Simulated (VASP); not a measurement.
# Sb (P4/mmm) in VASP: further runs

Runs on Sb. Level: PBE. Tasks: single point.

All numbers are computed with VASP 6.6.1; they aren't measurements. Logs are shortened: lines on timing, memory, paths and dates and some standing lists are left out, and cuts for length are marked.

### 1 The cell of the first run

The structure is tetragonal, space group P4/mmm (No. 123). Conventional cell: a = 3.160 Å, b = 3.160 Å, c = 3.255 Å, α = 90.00°, β = 90.00°, γ = 90.00°. Within 4.2 Å of Sb (site symmetry 4/mmm) lie 6 Sb at 3.16 to 3.25 Å.

### 2 Single point, PBE (strain +0.0300 x Voigt [0, 1, 0, 0, 0, 0])

INCAR

```
SYSTEM = Sb
PREC = Accurate
ENCUT = 520
EDIFF = 1E-6
ISMEAR = 0
SIGMA = 0.15
LREAL = .False.
LASPH = .True.
NELM = 80
ALGO = Normal
ISIF = 2
LWAVE = .False.
LCHARG = .False.
GGA = PE
NBANDS = 8
```

KPOINTS

```
regular mesh
0
Gamma
  16 16 16
  0 0 0
```

POSCAR

```
Sb
1.0
    3.1600000000      0.0000000000      0.0000000000
    0.0000000000      3.2548000000      0.0000000000
    0.0000000000      0.0000000000      3.1600000000
Sb
1
Direct
    0.0000000000      0.0000000000      0.0000000000
```

Potentials or basis: VASP PAW PBE potentials, release 64 (Sb).

Run with:

```console
cat potpaw_PBE.64/Sb/POTCAR > POTCAR
mpirun -np 1 vasp_std > vasp.out
```

OUTCAR:

```text
SYSTEM = Sb
   PREC = Accurate
   ENCUT = 520
   EDIFF = 1E-6
   ISMEAR = 0
   LREAL = .False.
   LASPH = .True.
   NELM = 80
   ISIF = 2
   GGA = PE

 ion  position               nearest neighbor table
   1  0.000  0.000  0.000-

  LATTYP: Found a simple tetragonal cell.
 ALAT       =     3.1600000000
 C/A-ratio  =     1.0300000000

  Lattice vectors:

 A1 = (  -3.1600000000,   0.0000000000,   0.0000000000)
 A2 = (   0.0000000000,   0.0000000000,   3.1600000000)
 A3 = (   0.0000000000,   3.2548000000,   0.0000000000)

Analysis of symmetry for initial positions (statically):
=====================================================================
 Subroutine PRICEL returns:
 Original cell was already a primitive cell.

 Routine SETGRP: Setting up the symmetry group for a
 simple tetragonal supercell.

 Subroutine GETGRP returns: Found 16 space group operations
 (whereof 16 operations were pure point group operations)
 out of a pool of 16 trial point group operations.

The static configuration has the point symmetry D_4h.

Analysis of symmetry for dynamics (positions and initial velocities):
=====================================================================
 Subroutine PRICEL returns:
 Original cell was already a primitive cell.

 Routine SETGRP: Setting up the symmetry group for a
 simple tetragonal supercell.

 Subroutine GETGRP returns: Found 16 space group operations
 (whereof 16 operations were pure point group operations)
 out of a pool of 16 trial point group operations.

The dynamic configuration has the point symmetry D_4h.

 Subroutine INISYM returns: Found 16 space group operations
 (whereof 16 operations are pure point group operations),
 and found     1 'primitive' translations

----------------------------------------------------------------------------------------

                                     Primitive cell

  volume of cell :      32.5011

  direct lattice vectors                    reciprocal lattice vectors
     3.160000000  0.000000000  0.000000000     0.316455696  0.000000000  0.000000000
     0.000000000  3.254800000  0.000000000     0.000000000  0.307238540  0.000000000
     0.000000000  0.000000000  3.160000000     0.000000000  0.000000000  0.316455696

  length of vectors
     3.160000000  3.254800000  3.160000000     0.316455696  0.307238540  0.316455696

  position of ions in fractional coordinates (direct lattice)
     0.000000000  0.000000000  0.000000000

  ion indices of the primitive-cell ions
   primitive index   ion index
                 1           1

----------------------------------------------------------------------------------------

 KPOINTS: regular mesh

Automatic generation of k-mesh.
 Grid dimensions read from file:
 generate k-points for:   16   16   16

 Generating k-lattice:

  Cartesian coordinates                     Fractional coordinates (reciprocal lattice)
     0.019778481  0.000000000  0.000000000     0.062500000  0.000000000  0.000000000
     0.000000000  0.019202409  0.000000000     0.000000000  0.062500000  0.000000000
     0.000000000  0.000000000  0.019778481     0.000000000  0.000000000  0.062500000

  Length of vectors
     0.019778481  0.019202409  0.019778481

  Shift w.r.t. Gamma in fractional coordinates (k-lattice)
     0.000000000  0.000000000  0.000000000

 Subroutine IBZKPT returns following result:
 ===========================================

 Found    405 irreducible k-points:

 Following reciprocal coordinates:
            Coordinates               Weight
  0.000000  0.000000  0.000000      1.000000
  0.062500  0.000000  0.000000      4.000000
  0.125000  0.000000  0.000000      4.000000
  0.187500  0.000000  0.000000      4.000000
  0.250000  0.000000  0.000000      4.000000
  0.312500  0.000000  0.000000      4.000000
[... 16 lines left out ...]
  0.250000  0.125000  0.000000      8.000000
  0.312500  0.125000  0.000000      8.000000
 [... further k-points ...]
   k-points           NKPTS =    405   k-points in BZ     NKDIM =    405   number of bands    NBANDS=      8
   number of dos      NEDOS =    301   number of ions     NIONS =      1
   total plane-waves  NPLWV =  13824
   dimension x,y,z NGX =    24 NGY =   24 NGZ =   24
   dimension x,y,z NGXF=    48 NGYF=   48 NGZF=   48
   ions per type =               1
   NGX,Y,Z   is equivalent  to a cutoff of  12.63, 12.26, 12.63 a.u.
   NGXF,Y,Z  is equivalent  to a cutoff of  25.25, 24.52, 25.25 a.u.
 SYSTEM =  Sb
   PREC   = accura    normal or accurate (medium, high low for compatibility)
   ISTART =      0    job   : 0-new  1-cont  2-samecut
   ICHARG =      2    charge: 1-file 2-atom 10-const
   ISPIN  =      1    spin polarized calculation?
   LNONCOLLINEAR =      F non collinear calculations
   LSORBIT =      F    spin-orbit coupling
   LASPH  =      T    aspherical Exc in radial PAW
   ENCUT  =  520.0 eV  38.22 Ry    6.18 a.u.   5.88  6.05  5.88*2*pi/ulx,y,z
   NELM   =     80;   NELMIN=  2; NELMDL= -5     # of ELM steps
   EDIFF  = 0.1E-05   stopping-criterion for ELM
   LREAL  =      F    real-space projection
   EDIFFG = 0.1E-04   stopping-criterion for IOM
   NSW    =      0    number of steps for IOM
   IBRION =     -1    ionic relax: 0-MD 1-quasi-New 2-CG
   NFREE  =      0    steps in history (QN), initial steepest desc. (CG)
   ISIF   =      2    stress and relaxation
   ISYM   =      2    0-nonsym 1-usesym 2-fastsym
   POTIM  = 0.5000    time-step for ionic-motion
   TEBEG  =    0.0;   TEEND  =   0.0 temperature during run
   PSTRESS=    0.0 pullay stress
   NELECT =       5.0000    total number of electrons
   NUPDOWN=      -1.0000    fix difference up-down
   EMIN   =  10.00;   EMAX   =-10.00  energy-range for DOS
   EFERMI =   0.00;   METHOD = LEGACY
   ISMEAR =     0;   SIGMA  =   0.15  broadening in eV -4-tet -1-fermi 0-gaus
   EFERMI_NEDOS =   21; number of points for ismear=-14 and -15
   IALGO  =     38    algorithm
   IMIX   =      4    mixing-type and parameters
     AMIX     =   0.40;   BMIX     =  1.00
     AMIX_MAG =   1.60;   BMIX_MAG =  1.00
  volume/ion in A,a.u.               =      32.50       219.33
  Fermi-wavevector in a.u.,A,eV,Ry     =   0.877200  1.657668 10.469411  0.769480
  Thomas-Fermi vector in A             =   1.997116
   LORBIT       =      0    0 simple, 1 ext, 2 COOP (PROOUT), +10 PAW based schemes
   GGA     = PE    functional components
   LHFCALC =     F    Hartree Fock is set to
   AEXX    =    0.0000 exact exchange contribution
   IVDW    =     0    specifies the selected vdW correction
   LEPSILON=     F    determine dielectric tensor
   LRPA    =     F    only Hartree local field effects (RPA)
 non-spin polarized calculation
 Gauss-broadening in eV      SIGMA  =   0.15
  energy-cutoff  :      520.00
  volume of cell :       32.50
 maximum number of plane-waves:       904
 NGX is ok and might be reduce to    24
   NGX = 11   NGY = 13   NGZ = 11

 number of electron       5.0000000 magnetization

 Free energy of the ion-electron system (eV)
  ---------------------------------------------------
  ext. energy  EPLUGINS =         0.00000000
  ---------------------------------------------------
  free energy    TOTEN  =        -4.05768301 eV

  energy without entropy =       -4.05098911  energy(sigma->0) =       -4.05433606

 E-fermi :   6.1014     XC(G=0):  -9.2618

 val. band max:        6.0902007617   @ k =   0.4375   0.2500   0.0625
 cond. band min:       6.1287884803   @ k =   0.2500   0.4375   0.0625
 fundamental gap:      0.0385877186
 Fermi energy:         6.1014142527

 k-point     1 :       0.0000    0.0000    0.0000
  band No.  band energies     occupation
      1      -5.6701      2.00000
      2       8.6491      0.00000
      3       9.3965      0.00000
      4       9.3965      0.00000
      5      12.6520      0.00000
      6      13.1119      0.00000
      7      13.9779      0.00000
      8      23.1151      0.00000

 k-point     2 :       0.0625    0.0000    0.0000
  band No.  band energies     occupation
      1      -5.6166      2.00000
      2       8.6931      0.00000
      3       8.7007      0.00000
      4       9.4485      0.00000
      5      12.7165      0.00000
      6      13.4237      0.00000
      7      14.4734      0.00000
      8      22.4827      0.00000

 k-point     3 :       0.1250    0.0000    0.0000
  band No.  band energies     occupation
      1      -5.4574      2.00000
      2       7.3157      0.00000
      3       8.8527      0.00000
      4       9.6015      0.00000
      5      12.8607      0.00000
      6      13.6954      0.00000
      7      15.9315      0.00000
      8      21.4092      0.00000

 k-point     4 :       0.1875    0.0000    0.0000
  band No.  band energies     occupation
      1      -5.1969      2.00000
      2       5.8415      1.98573
      3       9.0952      0.00000
      4       9.8457      0.00000
      5      13.0889      0.00000
      6      13.9620      0.00000
      7      17.6967      0.00000
      8      20.3015      0.00000

 k-point     5 :       0.2500    0.0000    0.0000
  band No.  band energies     occupation
      1      -4.8450      2.00000
      2       4.4331      2.00000
      3       9.4099      0.00000
      4      10.1625      0.00000
      5      13.4012      0.00000
      6      14.3042      0.00000
      7      19.2474      0.00000
      8      19.2910      0.00000
[... 177 lines left out ...]
 k-point    22 :       0.1875    0.1250    0.0000
  band No.  band energies     occupation
      1      -5.0066      2.00000
      2       6.0204      1.55485
      3       7.2392      0.00000
      4      10.0256      0.00000
      5      13.9890      0.00000
      6      15.3121      0.00000
      7      17.4405      0.00000
      8      18.7315      0.00000

 k-point    23 :       0.2500    0.1250    0.0000
  band No.  band energies     occupation
      1      -4.6544      2.00000
      2       4.6156      2.00000
      3       7.5647      0.00000
      4      10.3427      0.00000
      5      14.2969      0.00000
      6      15.4163      0.00000
      7      17.1194      0.00000
      8      19.7926      0.00000

 k-point    24 :       0.3125    0.1250    0.0000
  band No.  band energies     occupation
      1      -4.2315      2.00000
      2       3.3450      2.00000
      3       7.9459      0.00000
      4      10.7008      0.00000
      5      14.6362      0.00000
      6      15.1615      0.00000
      7      16.8259      0.00000
      8      19.1076      0.00000

 [... further k-points ...]
[... 5 lines left out ...]
  --------------------------------------------------------------------------------------
  -------------------------------------------------------------------------------------
  Total       -0.5803118     -1.0437103     -0.5803118      0.0000000      0.0000000      0.0000000
  in kB      -28.6070778    -51.4507957    -28.6070778      0.0000000      0.0000000      0.0000000
  external PRESSURE =     -36.2216505 kB  Pullay stress =       0.0000000 kB

 VOLUME and BASIS-vectors are now :
 -----------------------------------------------------------------------------
  energy-cutoff  :      520.00
  volume of cell :       32.50
      direct lattice vectors                 reciprocal lattice vectors
     3.160000000  0.000000000  0.000000000     0.316455696  0.000000000  0.000000000
     0.000000000  3.254800000  0.000000000     0.000000000  0.307238540  0.000000000
     0.000000000  0.000000000  3.160000000     0.000000000  0.000000000  0.316455696

 POSITION                                       TOTAL-FORCE (eV/Angst)
 -----------------------------------------------------------------------------------
      0.00000      0.00000      0.00000         0.000000      0.000000      0.000000
 -----------------------------------------------------------------------------------
    total drift:                               -0.000000      0.000000      0.000000

  FREE ENERGIE OF THE ION-ELECTRON SYSTEM (eV)
  ---------------------------------------------------
  free  energy   TOTEN  =        -4.0576830129 eV

  energy  without entropy=       -4.0509891068  energy(sigma->0) =       -4.05433606
```

It took 68 s on 1 thread of Intel Xeon 8259CL, shared host; peak memory 0.22 GiB.

Results:

```
Free energy            : -4.0577 eV
Pressure               : -3.6 GPa
Band gap on the k mesh : zero (an odd number of electrons rules out a gap without spin polarisation)
```

Stress tensor (GPa, compression positive):
```
-2.86  0.00  0.00
 0.00 -5.15  0.00
 0.00  0.00 -2.86
```

Levels at points of the mesh, in eV from the Fermi level:
| k point | band 1 | band 2 | band 3 | band 4 | band 5 | band 6 |
| --- | --- | --- | --- | --- | --- | --- |
| (0.00, 0.00, 0.00) | -11.77 | 2.55 | 3.30 | 3.30 | 6.55 | 7.01 |
| (0.50, 0.00, 0.00) | -9.54 | -5.04 | 4.37 | 5.13 | 8.72 | 10.16 |
| (0.00, 0.50, 0.00) | -9.88 | -4.95 | 4.86 | 4.86 | 8.75 | 10.63 |
| (0.50, 0.50, 0.00) | -7.55 | -3.38 | -3.00 | 2.47 | 6.69 | 12.24 |
| (0.50, 0.00, 0.50) | -7.18 | -3.13 | -3.13 | 2.53 | 6.19 | 12.01 |
| (0.50, 0.50, 0.50) | -5.00 | -1.60 | -1.60 | -1.18 | 4.80 | 5.03 |

Caveat: the cell differs from its parent crystal (strain +0.0300 x Voigt [0, 1, 0, 0, 0, 0]); the cell stands under tension; spin-orbit coupling is left out, which moves the levels of the heavy elements.

### 3 Single point, PBE (strain +0.0450 x Voigt [0, 1, 0, 0, 0, 0])

INCAR

```
  PREC = Accurate
  ENCUT = 520
  EDIFF = 1E-6
  ISMEAR = 0
  SIGMA = 0.15
  LREAL = F
  LASPH = T
  NELM = 60
  ALGO = Normal
  ISIF = 2
  LWAVE = F
  LCHARG = F
  GGA = PE
  NBANDS = 8
```

KPOINTS

```
Automatic mesh
0
Gamma
  16 16 16
```

POSCAR

```
Sb
1.0
    3.1600000000      0.0000000000      0.0000000000
    0.0000000000      3.3022000000      0.0000000000
    0.0000000000      0.0000000000      3.1600000000
Sb
1
Direct
    0.0000000000      0.0000000000      0.0000000000
```

Potentials or basis: VASP PAW PBE potentials, release 64 (Sb).

Run with:

```console
cat potpaw_PBE.64/Sb/POTCAR > POTCAR
mpirun -np 1 vasp_std > vasp.out
```

It took 76 s on 1 thread of Intel Xeon 8259CL, shared host; peak memory 0.22 GiB.

The run converged. Its results:

```yaml
Free_energy: -4.0410 eV
Pressure: -4.0 GPa
Band_gap_on_the_k_mesh: zero (an odd number of electrons rules out a gap without spin polarisation)
```

Stress tensor (GPa, compression positive):
```
-3.00  0.00  0.00
 0.00 -6.10  0.00
 0.00  0.00 -3.00
```

Levels at points of the mesh, in eV from the Fermi level:
| k point | band 1 | band 2 | band 3 | band 4 | band 5 | band 6 | band 7 | band 8 |
| --- | --- | --- | --- | --- | --- | --- | --- | --- |
| (0.00, 0.00, 0.00) | -11.68 | 2.28 | 3.37 | 3.37 | 6.35 | 7.07 | 7.91 | 16.87 |
| (0.50, 0.00, 0.00) | -9.44 | -4.98 | 4.11 | 5.21 | 8.63 | 9.99 | 10.46 | 10.83 |
| (0.00, 0.50, 0.00) | -9.93 | -4.84 | 4.81 | 4.81 | 8.71 | 10.72 | 10.80 | 11.50 |
| (0.50, 0.50, 0.00) | -7.61 | -3.43 | -2.87 | 2.51 | 6.64 | 12.17 | 12.94 | 12.96 |
| (0.50, 0.00, 0.50) | -7.08 | -3.06 | -3.06 | 2.59 | 5.92 | 11.83 | 12.37 | 12.37 |
| (0.50, 0.50, 0.50) | -5.07 | -1.64 | -1.64 | -1.02 | 4.74 | 5.09 | 5.09 | 7.18 |

Caveat: the cell differs from its parent crystal (strain +0.0450 x Voigt [0, 1, 0, 0, 0, 0]); the cell stands under tension; spin-orbit coupling is left out, which moves the levels of the heavy elements.

### 4 Single point, PBE (strain +0.0600 x Voigt [0, 1, 0, 0, 0, 0])

INCAR

```
SYSTEM = Sb
PREC = Accurate
ENCUT = 520
EDIFF = 1E-6
ISMEAR = 0
SIGMA = 0.15
LREAL = .FALSE.
LASPH = .TRUE.
NELM = 80
ALGO = Normal
ISIF = 2
LWAVE = .FALSE.
LCHARG = .FALSE.
GGA = PE
NBANDS = 8
```

KPOINTS

```
Automatic mesh
0
G
  16 16 16
  0 0 0
```

POSCAR

```
Sb
1.0
    3.1600000000      0.0000000000      0.0000000000
    0.0000000000      3.3496000000      0.0000000000
    0.0000000000      0.0000000000      3.1600000000
Sb
1
Direct
    0.0000000000      0.0000000000      0.0000000000
```

Run with:

```console
cat potpaw_PBE.64/Sb/POTCAR > POTCAR
mpirun -np 1 vasp_std > vasp.out
```

Wall time 63 s (1 thread of Intel Xeon 8259CL, shared host); peak memory 0.23 GiB.

Results (log left out):

```
Free energy            : -4.0218 eV
Pressure               : -4.4 GPa
Band gap on the k mesh : zero (an odd number of electrons rules out a gap without spin polarisation)
```

Stress tensor (GPa, compression positive):
```
-3.13  0.00  0.00
 0.00 -6.88  0.00
 0.00  0.00 -3.13
```

Levels at points of the mesh, in eV from the Fermi level:
```tsv
k point	band 1	band 2	band 3	band 4	band 5	band 6
(0.00, 0.00, 0.00)	-11.60	2.04	3.44	3.44	6.15	7.14
(0.50, 0.00, 0.00)	-9.35	-4.91	3.86	5.29	8.53	9.82
(0.00, 0.50, 0.00)	-9.98	-4.73	4.78	4.78	8.67	10.71
(0.50, 0.50, 0.00)	-7.67	-3.46	-2.74	2.56	6.60	12.10
(0.50, 0.00, 0.50)	-6.98	-3.00	-3.00	2.65	5.67	11.66
(0.50, 0.50, 0.50)	-5.13	-1.67	-1.67	-0.87	4.69	5.15
```

Caveat: the cell differs from its parent crystal (strain +0.0600 x Voigt [0, 1, 0, 0, 0, 0]); the cell stands under tension; spin-orbit coupling is left out, which moves the levels of the heavy elements.

### 5 The runs side by side

| cell | gap on the mesh (eV) | pressure (GPa) |
| --- | --- | --- |
| a = 3.160, b = 3.255 Å, 1 atom | none | -3.6 |
| a = 3.160, b = 3.302 Å, 1 atom | none | -4.0 |
| a = 3.160, b = 3.350 Å, 1 atom | none | -4.4 |

Alike in all rows: task single point; level PBE; potentials or basis VASP PAW PBE potentials, release 64 (Sb); no spin polarisation; k mesh 16 × 16 × 16; cutoff (eV) 520; smearing gaussian 0.15 eV.

Caveats: the cell stands under tension; spin-orbit coupling is left out, which moves the levels of the heavy elements.

Absolute energies hang on the potentials; compare differences alone.
